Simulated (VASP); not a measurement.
# Rh (Fm-3m) in VASP: notebook

Aim: see how the results for Rh move with the level of theory and the settings. Levels: PBEsol, PBE. Tasks: single point.

All numbers are computed with VASP 6.6.1; they aren't measurements. Logs are shortened: lines on timing, memory, paths and dates and some standing lists are left out, and cuts for length are marked.

## Step 1: The cell of the first run

It takes space group Fm-3m (No. 225, cubic). The conventional cell has a = 3.821 Å, b = 3.821 Å, c = 3.821 Å, α = 90.00°, β = 90.00°, γ = 90.00°. Rh (site symmetry m-3m) has 12 Rh at 2.70 Å within 3.6 Å.

## Step 2: Single point, PBEsol (volume scaled by 1.02)

The input, INCAR:

```
PREC = Accurate
ENCUT = 520
EDIFF = 1E-6
ISMEAR = -1
SIGMA = 0.05
LREAL = False
LASPH = True
NELM = 60
ALGO = Normal
ISIF = 2
LWAVE = False
LCHARG = False
GGA = PS
NBANDS = 14
```

The input, KPOINTS:

```
Automatic mesh
0
Gamma
  12 12 12
```

The input, POSCAR:

```
Rh
1.0
    0.0000000000      1.9104189093      1.9104189093
    1.9104189093      0.0000000000      1.9104189093
    1.9104189093      1.9104189093      0.0000000000
Rh
1
Direct
    0.0000000000      0.0000000000      0.0000000000
```

Potentials or basis: VASP PAW PBE potentials, release 64 (Rh_pv).

Run with:

```bash
$ cat potpaw_PBE.64/Rh_pv/POTCAR > POTCAR
$ mpirun -np 1 vasp_std > vasp.out
```

OUTCAR:

```text
PREC = Accurate
   ENCUT = 520
   EDIFF = 1E-6
   ISMEAR = -1
   LREAL = False
   LASPH = True
   NELM = 60
   ISIF = 2
   GGA = PS

 ion  position               nearest neighbor table
   1  0.000  0.000  0.000-

  LATTYP: Found a face centered cubic cell.
 ALAT       =     3.8208378186

  Lattice vectors:

 A1 = (   0.0000000000,   1.9104189093,   1.9104189093)
 A2 = (   1.9104189093,   0.0000000000,   1.9104189093)
 A3 = (   1.9104189093,   1.9104189093,   0.0000000000)

Analysis of symmetry for initial positions (statically):
[... 33 lines left out ...]
                                     Primitive cell

  volume of cell :      13.9449

  direct lattice vectors                    reciprocal lattice vectors
     0.000000000  1.910418909  1.910418909    -0.261722703  0.261722703  0.261722703
     1.910418909  0.000000000  1.910418909     0.261722703 -0.261722703  0.261722703
     1.910418909  1.910418909  0.000000000     0.261722703  0.261722703 -0.261722703

  length of vectors
     2.701740331  2.701740331  2.701740331     0.453317018  0.453317018  0.453317018

  position of ions in fractional coordinates (direct lattice)
     0.000000000  0.000000000  0.000000000

  ion indices of the primitive-cell ions
   primitive index   ion index
                 1           1

----------------------------------------------------------------------------------------

 KPOINTS: Automatic mesh

Automatic generation of k-mesh.
 Grid dimensions read from file:
 generate k-points for:   12   12   12

 Generating k-lattice:

  Cartesian coordinates                     Fractional coordinates (reciprocal lattice)
    -0.021810225  0.021810225  0.021810225     0.083333333  0.000000000  0.000000000
     0.021810225 -0.021810225  0.021810225     0.000000000  0.083333333  0.000000000
     0.021810225  0.021810225 -0.021810225     0.000000000  0.000000000  0.083333333

  Length of vectors
     0.037776418  0.037776418  0.037776418

  Shift w.r.t. Gamma in fractional coordinates (k-lattice)
     0.000000000  0.000000000  0.000000000

 Subroutine IBZKPT returns following result:
 ===========================================

 Found     72 irreducible k-points:

 Following reciprocal coordinates:
            Coordinates               Weight
  0.000000  0.000000  0.000000      1.000000
  0.083333  0.000000  0.000000      8.000000
  0.166667  0.000000  0.000000      8.000000
  0.250000  0.000000  0.000000      8.000000
  0.333333  0.000000  0.000000      8.000000
  0.416667  0.000000  0.000000      8.000000
[... 16 lines left out ...]
  0.500000  0.166667  0.000000     24.000000
 -0.416667  0.166667  0.000000     24.000000
 [... further k-points ...]
   k-points           NKPTS =     72   k-points in BZ     NKDIM =     72   number of bands    NBANDS=     14
   number of dos      NEDOS =    301   number of ions     NIONS =      1
   total plane-waves  NPLWV =   8000
   dimension x,y,z NGX =    20 NGY =   20 NGZ =   20
   dimension x,y,z NGXF=    40 NGYF=   40 NGZF=   40
   ions per type =               1
   NGX,Y,Z   is equivalent  to a cutoff of  12.31, 12.31, 12.31 a.u.
   NGXF,Y,Z  is equivalent  to a cutoff of  24.61, 24.61, 24.61 a.u.
 SYSTEM =  unknown system
   PREC   = accura    normal or accurate (medium, high low for compatibility)
   ISTART =      0    job   : 0-new  1-cont  2-samecut
   ICHARG =      2    charge: 1-file 2-atom 10-const
   ISPIN  =      1    spin polarized calculation?
   LNONCOLLINEAR =      F non collinear calculations
   LSORBIT =      F    spin-orbit coupling
   LASPH  =      T    aspherical Exc in radial PAW
   ENCUT  =  520.0 eV  38.22 Ry    6.18 a.u.   5.02  5.02  5.02*2*pi/ulx,y,z
   NELM   =     60;   NELMIN=  2; NELMDL= -5     # of ELM steps
   EDIFF  = 0.1E-05   stopping-criterion for ELM
   LREAL  =      F    real-space projection
   EDIFFG = 0.1E-04   stopping-criterion for IOM
   NSW    =      0    number of steps for IOM
   IBRION =     -1    ionic relax: 0-MD 1-quasi-New 2-CG
   NFREE  =      0    steps in history (QN), initial steepest desc. (CG)
   ISIF   =      2    stress and relaxation
   ISYM   =      2    0-nonsym 1-usesym 2-fastsym
   POTIM  = 0.5000    time-step for ionic-motion
   TEBEG  =    0.0;   TEEND  =   0.0 temperature during run
   PSTRESS=    0.0 pullay stress
   NELECT =      15.0000    total number of electrons
   NUPDOWN=      -1.0000    fix difference up-down
   EMIN   =  10.00;   EMAX   =-10.00  energy-range for DOS
   EFERMI =   0.00;   METHOD = LEGACY
   ISMEAR =    -1;   SIGMA  =   0.05  broadening in eV -4-tet -1-fermi 0-gaus
   EFERMI_NEDOS =   21; number of points for ismear=-14 and -15
   IALGO  =     38    algorithm
   IMIX   =      4    mixing-type and parameters
     AMIX     =   0.40;   BMIX     =  1.00
     AMIX_MAG =   1.60;   BMIX_MAG =  1.00
  volume/ion in A,a.u.               =      13.94        94.10
  Fermi-wavevector in a.u.,A,eV,Ry     =   1.677387  3.169802 38.281728  2.813628
  Thomas-Fermi vector in A             =   2.761662
   LORBIT       =      0    0 simple, 1 ext, 2 COOP (PROOUT), +10 PAW based schemes
   GGA     = PS    functional components
   LHFCALC =     F    Hartree Fock is set to
   AEXX    =    0.0000 exact exchange contribution
   IVDW    =     0    specifies the selected vdW correction
   LEPSILON=     F    determine dielectric tensor
   LRPA    =     F    only Hartree local field effects (RPA)
 non-spin polarized calculation
  energy-cutoff  :      520.00
  volume of cell :       13.94
 maximum number of plane-waves:       388
   NGX =  9   NGY =  9   NGZ =  9

 number of electron      15.0000005 magnetization

 Free energy of the ion-electron system (eV)
  ---------------------------------------------------
  ext. energy  EPLUGINS =         0.00000000
  ---------------------------------------------------
  free energy    TOTEN  =        -8.13348066 eV

  energy without entropy =       -8.12497362  energy(sigma->0) =       -8.12922714

 E-fermi :  11.5019     XC(G=0): -14.1297

 val. band max:       11.4207130002   @ k =  -0.3333   0.3333   0.0000
 cond. band min:      11.5396188189   @ k =   0.3333   0.1667   0.0000
 fundamental gap:      0.1189058187
 Fermi energy:        11.5018927903

 k-point     1 :       0.0000    0.0000    0.0000
  band No.  band energies     occupation
      1     -34.8350      2.00000
      2     -34.8350      2.00000
      3     -34.8350      2.00000
      4       3.5472      2.00000
      5       8.4558      2.00000
      6       8.4558      2.00000
      7       8.4558      2.00000
      8      10.5186      2.00000
      9      10.5186      2.00000
     10      27.4421      0.00000
     11      31.8636      0.00000
     12      32.8101      0.00000
     13      32.8101      0.00000
     14      32.8101      0.00000

 k-point     2 :       0.0833    0.0000    0.0000
  band No.  band energies     occupation
      1     -34.8835      2.00000
      2     -34.8416      2.00000
      3     -34.8416      2.00000
      4       3.8207      2.00000
      5       8.3392      2.00000
      6       8.5597      2.00000
      7       8.5597      2.00000
      8      10.4630      2.00000
      9      10.4630      2.00000
     10      27.8266      0.00000
     11      31.4200      0.00000
     12      31.8692      0.00000
     13      33.2062      0.00000
     14      33.2062      0.00000

 k-point     3 :       0.1667    0.0000    0.0000
  band No.  band energies     occupation
      1     -35.0147      2.00000
      2     -34.8594      2.00000
      3     -34.8594      2.00000
      4       4.5514      2.00000
      5       8.1293      2.00000
      6       8.7711      2.00000
      7       8.7711      2.00000
      8      10.4159      2.00000
      9      10.4159      2.00000
     10      28.5840      0.00000
     11      29.1067      0.00000
     12      31.8652      0.00000
     13      34.3010      0.00000
     14      34.3010      0.00000

 k-point     4 :       0.2500    0.0000    0.0000
  band No.  band energies     occupation
      1     -35.1911      2.00000
      2     -34.8838      2.00000
      3     -34.8838      2.00000
      4       5.3392      2.00000
      5       8.3120      2.00000
      6       8.8144      2.00000
      7       8.8144      2.00000
      8      10.6758      2.00000
      9      10.6758      2.00000
     10      26.4321      0.00000
     11      28.9651      0.00000
     12      31.8645      0.00000
     13      35.6717      0.00000
     14      35.6717      0.00000

 k-point     5 :       0.3333    0.0000    0.0000
  band No.  band energies     occupation
      1     -35.3646      2.00000
      2     -34.9081      2.00000
      3     -34.9081      2.00000
      4       5.5863      2.00000
      5       8.6420      2.00000
      6       8.6420      2.00000
      7       9.4903      2.00000
      8      11.2552      1.98570
      9      11.2552      1.98570
     10      23.7288      0.00000
     11      28.1115      0.00000
[... 276 lines left out ...]
 k-point    22 :       0.4167    0.1667    0.0000
  band No.  band energies     occupation
      1     -35.3904      2.00000
      2     -34.9989      2.00000
      3     -34.9720      2.00000
      4       6.1438      2.00000
      5       7.8533      2.00000
      6       8.5833      2.00000
      7       9.3224      2.00000
      8      11.9882      0.00012
      9      13.0576      0.00000
     10      23.0499      0.00000
     11      28.4895      0.00000
     12      30.5378      0.00000
     13      31.8453      0.00000
     14      32.3417      0.00000

 k-point    23 :       0.5000    0.1667    0.0000
  band No.  band energies     occupation
      1     -35.4647      2.00000
      2     -35.0364      2.00000
      3     -34.9726      2.00000
      4       6.1008      2.00000
      5       7.7985      2.00000
      6       9.1373      2.00000
      7       9.2048      2.00000
      8      12.1001      0.00001
      9      14.9552      0.00000
     10      20.4538      0.00000
     11      27.7452      0.00000
     12      30.7099      0.00000
     13      31.0661      0.00000
     14      31.8751      0.00000

 k-point    24 :      -0.4167    0.1667    0.0000
  band No.  band energies     occupation
      1     -35.4708      2.00000
      2     -35.0595      2.00000
      3     -34.9582      2.00000
      4       6.1656      2.00000
      5       7.8124      2.00000
      6       9.0494      2.00000
      7       9.4425      2.00000
      8      11.7382      0.01755
      9      15.5222      0.00000
     10      20.0382      0.00000
     11      27.3944      0.00000
     12      30.2056      0.00000
     13      31.8206      0.00000
     14      31.8694      0.00000

 [... further k-points ...]
[... 5 lines left out ...]
  --------------------------------------------------------------------------------------
  -------------------------------------------------------------------------------------
  Total       -0.7855892     -0.7855892     -0.7855892      0.0000000      0.0000000      0.0000000
  in kB      -90.2589529    -90.2589529    -90.2589529      0.0000000      0.0000000      0.0000000
  external PRESSURE =     -90.2589529 kB  Pullay stress =       0.0000000 kB

 VOLUME and BASIS-vectors are now :
 -----------------------------------------------------------------------------
  energy-cutoff  :      520.00
  volume of cell :       13.94
      direct lattice vectors                 reciprocal lattice vectors
     0.000000000  1.910418909  1.910418909    -0.261722703  0.261722703  0.261722703
     1.910418909  0.000000000  1.910418909     0.261722703 -0.261722703  0.261722703
     1.910418909  1.910418909  0.000000000     0.261722703  0.261722703 -0.261722703

 POSITION                                       TOTAL-FORCE (eV/Angst)
 -----------------------------------------------------------------------------------
      0.00000      0.00000      0.00000         0.000000      0.000000      0.000000
 -----------------------------------------------------------------------------------
    total drift:                                0.000000     -0.000000      0.000000

  FREE ENERGIE OF THE ION-ELECTRON SYSTEM (eV)
  ---------------------------------------------------
  free  energy   TOTEN  =        -8.1334806647 eV

  energy  without entropy=       -8.1249736191  energy(sigma->0) =       -8.12922714
```

Run time: 7.9 s. Hardware: 1 thread of Intel Xeon 6975P-C, shared host; peak memory 0.13 GiB.

What came out:

```yaml
Free_energy: -8.1335 eV
Pressure: -9.0 GPa
```

Caveat: the PAW data sets were made with another functional, which shifts forces and pressure a little.

[end of part 1 of 2]
